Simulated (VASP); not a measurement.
# BaTiO3 (R3m) in VASP: notebook, part 2 of 2

VASP 6.6.1.

## (3) Relaxation of shape and atoms at fixed volume, r2SCAN (volume scaled by 0.94)

Input file POSCAR:

```
BaTiO3
1.0
    2.7842819699      1.6075059449      2.2802235600
   -2.7842819699      1.6075059449      2.2802235600
    0.0000000000     -3.2150118897      2.2802235600
Ba Ti O
1 1 3
Direct
    0.0008521763      0.0008521763      0.0008521763
    0.5119158931      0.5119158931      0.5119158931
    0.4907978543      0.4907978543      0.9843362220
    0.4907978543      0.9843362220      0.4907978543
    0.9843362220      0.4907978543      0.4907978543
```

Input file INCAR.step1:

```
SYSTEM = BaTiO3
  PREC = Accurate
  ENCUT = 600
  ISMEAR = 0
  SIGMA = 0.02
  LREAL = .FALSE.
  LASPH = .TRUE.
  NELM = 100
  GGA = PE
  ALGO = Normal
  EDIFF = 1E-4
  LWAVE = .TRUE.
  LCHARG = .FALSE.
```

Input file INCAR.step2:

```
SYSTEM = BaTiO3
  PREC = Accurate
  ENCUT = 600
  EDIFF = 1E-6
  ISMEAR = 0
  SIGMA = 0.02
  LREAL = .FALSE.
  LASPH = .TRUE.
  NELM = 100
  ALGO = Normal
  ISIF = 4
  LWAVE = .FALSE.
  LCHARG = .FALSE.
  METAGGA = R2SCAN
  LMIXTAU = .TRUE.
  IBRION = 2
  NSW = 50
  EDIFFG = -0.01
  ISTART = 1
```

Input file KPOINTS:

```
Automatic mesh
0
G
  6 6 6
  0 0 0
```

Potentials or basis: VASP PAW PBE potentials, release 64 (Ba_sv, Ti_sv, O).

On the command line:

```sh
$ cat potpaw_PBE.64/Ba_sv/POTCAR potpaw_PBE.64/Ti_sv/POTCAR potpaw_PBE.64/O/POTCAR > POTCAR
$ cp INCAR.step1 INCAR
$ mpirun -np 1 vasp_std > vasp.out
$ cp INCAR.step2 INCAR
$ mpirun -np 1 vasp_std > vasp.out
```

OUTCAR:

```text
SYSTEM = BaTiO3
   PREC = Accurate
   ENCUT = 600
   EDIFF = 1E-6
   ISMEAR = 0
   LREAL = .FALSE.
   LASPH = .TRUE.
   NELM = 100
   ISIF = 4
   METAGGA = R2SCAN
   IBRION = 2
   NSW = 50
   EDIFFG = -0.01
   ISTART = 1

 ion  position               nearest neighbor table
   1  0.001  0.001  0.001-   4 2.73   5 2.73   3 2.73   3 2.79   3 2.79   4 2.79   5 2.79   5 2.79
                             4 2.79   5 2.85   4 2.85   3 2.85   2 3.34   2 3.39   2 3.39   2 3.39
   2  0.512  0.512  0.512-   4 1.87   5 1.87   3 1.87   4 2.08   5 2.08   3 2.08   1 3.34   1 3.39
                             1 3.39   1 3.39   1 3.44   1 3.44   1 3.44   1 3.50
   3  0.491  0.491  0.984-   2 1.87   2 2.08   1 2.73   1 2.79   1 2.79   1 2.85
   4  0.491  0.984  0.491-   2 1.87   2 2.08   1 2.73   1 2.79   1 2.79   1 2.85
   5  0.984  0.491  0.491-   2 1.87   2 2.08   1 2.73   1 2.79   1 2.79   1 2.85

  LATTYP: Found a trigonal (rhomboedric) cell.
 ALAT       =     3.9415378895
 COS(alpha) =     0.0020127008

  Lattice vectors:

 A1 = (   2.7842819699,   1.6075059449,   2.2802235600)
 A2 = (  -2.7842819699,   1.6075059449,   2.2802235600)
 A3 = (   0.0000000000,  -3.2150118897,   2.2802235600)

Analysis of symmetry for initial positions (statically):
=====================================================================
 Subroutine PRICEL returns:
 Original cell was already a primitive cell.

 Routine SETGRP: Setting up the symmetry group for a
 trigonal (rhombohedral) supercell.

 Subroutine GETGRP returns: Found  6 space group operations
 (whereof  6 operations were pure point group operations)
 out of a pool of 12 trial point group operations.

The static configuration has the point symmetry C_3v.

Analysis of symmetry for dynamics (positions and initial velocities):
=====================================================================
 Subroutine PRICEL returns:
 Original cell was already a primitive cell.

 Routine SETGRP: Setting up the symmetry group for a
 trigonal (rhombohedral) supercell.

 Subroutine GETGRP returns: Found  6 space group operations
 (whereof  6 operations were pure point group operations)
 out of a pool of 12 trial point group operations.

The dynamic configuration has the point symmetry C_3v.

 Subroutine INISYM returns: Found  6 space group operations
 (whereof  6 operations are pure point group operations),
 and found     1 'primitive' translations

----------------------------------------------------------------------------------------

                                     Primitive cell

  volume of cell :      61.2343

  direct lattice vectors                    reciprocal lattice vectors
     2.784281970  1.607505945  2.280223560     0.179579513  0.103680280  0.146184497
    -2.784281970  1.607505945  2.280223560    -0.179579513  0.103680280  0.146184497
     0.000000000 -3.215011890  2.280223560     0.000000000 -0.207360560  0.146184497

  length of vectors
     3.941537890  3.941537890  3.941537890     0.253709103  0.253709103  0.253709103

  position of ions in fractional coordinates (direct lattice)
     0.000852176  0.000852176  0.000852176
     0.511915893  0.511915893  0.511915893
     0.490797854  0.490797854  0.984336222
     0.490797854  0.984336222  0.490797854
[... 74 lines left out ...]
   ICHARG =      0    charge: 1-file 2-atom 10-const
   ISPIN  =      1    spin polarized calculation?
   LNONCOLLINEAR =      F non collinear calculations
   LSORBIT =      F    spin-orbit coupling
   LASPH  =      T    aspherical Exc in radial PAW
   ENCUT  =  600.0 eV  44.10 Ry    6.64 a.u.   7.87  7.87  7.87*2*pi/ulx,y,z
   NELM   =    100;   NELMIN=  2; NELMDL=  0     # of ELM steps
   EDIFF  = 0.1E-05   stopping-criterion for ELM
   LREAL  =      F    real-space projection
   EDIFFG = -.1E-01   stopping-criterion for IOM
   NSW    =     50    number of steps for IOM
   IBRION =      2    ionic relax: 0-MD 1-quasi-New 2-CG
   NFREE  =      1    steps in history (QN), initial steepest desc. (CG)
   ISIF   =      4    stress and relaxation
   ISYM   =      2    0-nonsym 1-usesym 2-fastsym
   POTIM  = 0.5000    time-step for ionic-motion
   TEBEG  =    0.0;   TEEND  =   0.0 temperature during run
   PSTRESS=    0.0 pullay stress
   NELECT =      40.0000    total number of electrons
   NUPDOWN=      -1.0000    fix difference up-down
   EMIN   =  10.00;   EMAX   =-10.00  energy-range for DOS
   EFERMI =   0.00;   METHOD = LEGACY
   ISMEAR =     0;   SIGMA  =   0.02  broadening in eV -4-tet -1-fermi 0-gaus
   EFERMI_NEDOS =   21; number of points for ismear=-14 and -15
   IALGO  =     38    algorithm
   IMIX   =      4    mixing-type and parameters
     AMIX     =   0.40;   BMIX     =  1.00
     AMIX_MAG =   1.60;   BMIX_MAG =  1.00
  volume/ion in A,a.u.               =      12.25        82.65
  Fermi-wavevector in a.u.,A,eV,Ry     =   1.420463  2.684286 27.452691  2.017716
  Thomas-Fermi vector in A             =   2.541376
   LORBIT       =      0    0 simple, 1 ext, 2 COOP (PROOUT), +10 PAW based schemes
   METAGGA = R2SCAN    functional components
   LHFCALC =     F    Hartree Fock is set to
   AEXX    =    0.0000 exact exchange contribution
   IVDW    =     0    specifies the selected vdW correction
   LEPSILON=     F    determine dielectric tensor
   LRPA    =     F    only Hartree local field effects (RPA)
 conjugate gradient relaxation of ions
 non-spin polarized calculation
 Gauss-broadening in eV      SIGMA  =   0.02
  energy-cutoff  :      600.00
  volume of cell :       61.23
 maximum number of plane-waves:      2054
   NGX = 15   NGY = 15   NGZ = 15

--------------------------------------- Ionic step        1  -------------------------------------------

 number of electron      40.0000009 magnetization

 Free energy of the ion-electron system (eV)
  ---------------------------------------------------
  ext. energy  EPLUGINS =         0.00000000
  ---------------------------------------------------
  free energy    TOTEN  =       -74.12190844 eV

  energy without entropy =      -74.12190844  energy(sigma->0) =      -74.12190844

------------------------ aborting loop because EDIFF is reached ----------------------------------------

  FORCE on cell =-STRESS in cart. coord.  units (eV):
  Direction    XX          YY          ZZ          XY          YZ          ZX
  --------------------------------------------------------------------------------------
  -------------------------------------------------------------------------------------
  Total        4.8664262      4.8664262      4.7163233      0.0000000      0.0000000      0.0000000
  in kB      127.3286804    127.3286804    123.4012803      0.0000000      0.0000000      0.0000000
  external PRESSURE =     126.0195471 kB  Pullay stress =       0.0000000 kB
[... 98 lines left out ...]
  FREE ENERGIE OF THE ION-ELECTRON SYSTEM (eV)
  ---------------------------------------------------
  free  energy   TOTEN  =       -74.1378661117 eV

  energy  without entropy=      -74.1378661117  energy(sigma->0) =      -74.13786611

[... ionic steps 4 to 9 ...]

--------------------------------------- Ionic step       10  -------------------------------------------

 number of electron      40.0000011 magnetization

------------------------ aborting loop because EDIFF is reached ----------------------------------------
[... 73 lines left out ...]
--------------------------------------- Ionic step       12  -------------------------------------------

 number of electron      40.0000010 magnetization

 Free energy of the ion-electron system (eV)
  ---------------------------------------------------
  ext. energy  EPLUGINS =         0.00000000
  ---------------------------------------------------
  free energy    TOTEN  =       -74.14324960 eV

  energy without entropy =      -74.14324960  energy(sigma->0) =      -74.14324960

 E-fermi :   4.0096     XC(G=0): -12.1812

 val. band max:        3.8860698513   @ k =   0.5000   0.5000   0.5000
 cond. band min:       6.2036522408   @ k =   0.0000   0.0000   0.0000
 fundamental gap:      2.3175823895
 Fermi energy:         4.0096290920

 k-point     1 :       0.0000    0.0000    0.0000
  band No.  band energies     occupation
      1     -54.7369      2.00000
      2     -29.9295      2.00000
      3     -29.9295      2.00000
      4     -29.9288      2.00000
      5     -21.4842      2.00000
      6     -14.0631      2.00000
[... 637 lines left out ...]
     23       8.3724      0.00000
     24      10.1908      0.00000

 [... further k-points ...]

------------------------ aborting loop because EDIFF is reached ----------------------------------------

  FORCE on cell =-STRESS in cart. coord.  units (eV):
  Direction    XX          YY          ZZ          XY          YZ          ZX
  --------------------------------------------------------------------------------------
  -------------------------------------------------------------------------------------
  Total        3.9605806      3.9605806      3.9381323      0.0000000      0.0000000      0.0000000
  in kB      103.6274844    103.6274844    103.0401311      0.0000000      0.0000000      0.0000000
  external PRESSURE =     103.4316999 kB  Pullay stress =       0.0000000 kB
[... 20 lines left out ...]
  FREE ENERGIE OF THE ION-ELECTRON SYSTEM (eV)
  ---------------------------------------------------
  free  energy   TOTEN  =       -74.1432495965 eV

  energy  without entropy=      -74.1432495965  energy(sigma->0) =      -74.14324960

 reached required accuracy - stopping structural energy minimisation
```

It took 8.3 min on 1 thread of Intel Xeon 6975P-C (Granite Rapids), shared host; peak memory 0.23 GiB.

What came out:

* Free energy: -74.1432 eV
* Energy gained by relaxing: 4.3 meV/atom
* Ionic steps: 12
* Pressure after relaxing: 10.3 GPa
* Largest force after relaxing: 0.009 eV/Å
* Band gap on the k mesh: 2.32 eV, indirect (least direct gap 2.46 eV)

Forces on the atoms (eV/Å):
```
Ba   0.000  0.000 -0.003
Ti   0.000  0.000 -0.009
O    0.000  0.004  0.004
O    0.004 -0.002  0.004
O   -0.004 -0.002  0.004
```

The path:
```
step  energy change (eV)  largest force (eV/Å)  pressure (GPa)  volume (Å³)
   1              0.0000                0.4371           12.60        61.23
   2             -0.0140                0.1945           11.43        61.23
   3             -0.0160                0.1396           10.88        61.23
   4             -0.0194                0.0677           10.75        61.23
   5             -0.0206                0.0426           10.61        61.23
   6             -0.0211                0.0264           10.48        61.23
   7             -0.0211                0.0247           10.47        61.23
   8             -0.0213                0.0166           10.38        61.23
   9             -0.0213                0.0182           10.36        61.23
  10             -0.0213                0.0160           10.36        61.23
  11             -0.0213                0.0160           10.36        61.23
  12             -0.0213                0.0093           10.34        61.23
```

Final structure:
```xyz
5
Lattice="2.7866 1.6088 2.2764 -2.7866 1.6088 2.2764 0.0000 -3.2177 2.2764" Properties=species:S:1:pos:R:3 pbc="T T T"
Ba    0.0000    0.0000    6.8117
Ti    0.0000    0.0000    3.4280
O     0.0000   -1.6030    4.5057
O    -1.3883    0.8015    4.5057
O     1.3883    0.8015    4.5057
```

Caveat: the cell differs from its parent crystal (volume scaled by 0.94); the PAW data sets were made with another functional, which shifts forces and pressure a little; spin-orbit coupling is left out, which moves the levels of the heavy elements.

## (4) Single point, r2SCAN

This run uses another cell than the first one, of 12.84 Å³/atom, 0.985 times its volume.

Input file POSCAR:

```
BaTiO3
1.0
    2.8276681575      1.6325549719      2.3177316080
   -2.8276681575      1.6325549719      2.3177316080
    0.0000000000     -3.2651099438      2.3177316080
Ba Ti O
1 1 3
Direct
    0.0018350911      0.0018350911      0.0018350911
    0.5142508817      0.5142508817      0.5142508817
    0.4902409777      0.4902409777      0.9821320719
    0.4902409777      0.9821320719      0.4902409777
    0.9821320719      0.4902409777      0.4902409777
```

Input file INCAR.step1:

```
PREC = Accurate
ENCUT = 660
ISMEAR = 0
SIGMA = 0.02
LREAL = False
LASPH = True
NELM = 120
NBANDS = 28
GGA = PE
ALGO = Normal
EDIFF = 1E-5
LWAVE = True
LCHARG = False
GGA_COMPAT = False
```

Input file INCAR.step2:

```
PREC = Accurate
ENCUT = 660
EDIFF = 1E-6
ISMEAR = 0
SIGMA = 0.02
LREAL = False
LASPH = True
NELM = 120
ALGO = Normal
ISIF = 2
LWAVE = False
LCHARG = False
METAGGA = R2SCAN
LMIXTAU = True
NBANDS = 28
ISTART = 1
GGA_COMPAT = False
```

Input file KPOINTS:

```
Automatic mesh
0
Gamma
  6 6 6
```

On the command line:

```sh
$ cat potpaw_PBE.64/Ba_sv/POTCAR potpaw_PBE.64/Ti_sv/POTCAR potpaw_PBE.64/O/POTCAR > POTCAR
$ cp INCAR.step1 INCAR
$ mpirun -np 1 vasp_std > vasp.out
$ cp INCAR.step2 INCAR
$ mpirun -np 1 vasp_std > vasp.out
```

It took 12 min on 1 thread of AMD EPYC 7R13, shared host; peak memory 0.24 GiB.

Results (log left out):

- Free energy: -74.2712 eV
- Pressure: 3.6 GPa
- Largest force: 0.152 eV/Å
- Band gap on the k mesh: 2.75 eV, indirect (least direct gap 3.16 eV)

Forces in eV/Å, atoms in the order of the input:
```
Ba   0.000  0.000 -0.028
Ti   0.000  0.000 -0.152
O    0.000 -0.067  0.060
O   -0.058  0.033  0.060
O    0.058  0.033  0.060
```

Levels at points of the mesh, in eV from the valence-band top:
```tsv
k point	band 16	band 17	band 18	band 19	band 20	band 21	band 22	band 23	band 24	band 25
(0.00, 0.00, 0.00)	-1.33	-1.10	-0.51	-0.40	-0.40	2.75	2.75	2.88	4.77	4.77
(0.50, 0.00, 0.00)	-2.08	-1.71	-1.62	-0.97	-0.87	2.92	4.15	4.25	4.74	6.55
(0.50, 0.50, 0.00)	-2.70	-1.68	-0.90	-0.86	-0.09	4.22	4.23	4.59	5.41	8.27
(0.50, 0.50, 0.50)	-2.40	-2.36	-0.02	-0.02	0.00	4.71	4.86	4.86	7.27	7.27
```

Caveat: the PAW data sets were made with another functional, which shifts forces and pressure a little; spin-orbit coupling is left out, which moves the levels of the heavy elements. r2SCAN opens gaps a little over a GGA but as a rule still falls short of measured ones.

## (5) Summary

```csv
task,cell,cutoff (eV),gap on the mesh (eV),pressure (GPa),largest force (eV/Å)
single point,"a = 4.024 Å, angles 89.8°, 5 atoms",520,2.85,1.9,0.17
relaxation of shape and atoms at fixed volume,"relaxed from a = 3.942 Å, angles 89.9°, 5 atoms",600,2.32,10.3,0.01
single point,"a = 4.004 Å, angles 89.9°, 5 atoms",660,2.75,3.6,0.15
```

Alike in all rows: level r2SCAN; potentials or basis VASP PAW PBE potentials, release 64 (Ba_sv, Ti_sv, O); no spin polarisation; k mesh 6 × 6 × 6; smearing gaussian 0.02 eV.

Caveats: the PAW data sets were made with another functional, which shifts forces and pressure a little; spin-orbit coupling is left out, which moves the levels of the heavy elements.

Absolute energies hang on the potentials; compare differences alone.
